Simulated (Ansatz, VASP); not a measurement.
# Ta3F2: VASP beside Ansatz

```
CELL_PARAMETERS angstrom
2.89103 0.00000 0.00000
1.09983 2.67424 0.00000
0.81201 0.75845 10.70600
ATOMIC_POSITIONS crystal
Ta 0.53300 0.55682 0.78440
Ta 0.46700 0.44318 0.21560
Ta 0.00000 0.00000 0.00000
F 0.21246 0.25068 0.65062
F 0.78754 0.74932 0.34938
```

Change from the starting cell: the structure that the rattled cell fell into.

Alike in both runs: task single point; functional PBE; k mesh 6 × 6 × 2; occupations gaussian, width 0.1 eV; collinear spin.

|  | VASP | Ansatz |
| --- | --- | --- |
| version | VASP 6.6.1 | Ansatz 0.2.0 |
| potentials or method | VASP PAW PBE potentials, release 64 (Ta_pv, F), cutoff 600 eV | scalar-relativistic, plane waves, PAW |
| valence electrons in the cell | 47 | 53 |

Ansatz gave:

| Property | Result |
| --- | --- |
| gap on the k mesh at the Fermi level (eV) | none |
| pressure (GPa) | -0.1 |
| traceless stress, the component that is largest in VASP (GPa) | 0.89 |
| rms of the force components (eV/Å) | 0.029 |
| net moment per atom (μB) | 0.00 |

Task: Estimate VASP's values.

Result: gap on the k mesh at the Fermi level (eV): none; pressure (GPa): 0.0; traceless stress, the component that is largest in VASP (GPa): 0.81; rms of the force components (eV/Å): 0.030; net moment per atom (μB): 0.00.

Atom by atom the forces differ by 0.019 eV/Å (rms over components). A gap of «none» marks a metal or a gap that the smearing closes. With one functional, cell and mesh, what is left measures potentials, basis and numerics. VASP's potentials hold 47 valence electrons a cell and Ansatz's 53, so a difference there can come from the potentials and not from the codes. Ansatz's warnings: seeded moment not kept.

The k mesh is coarse, so the values compare programs but aren't converged. Neither program's run includes spin-orbit coupling.
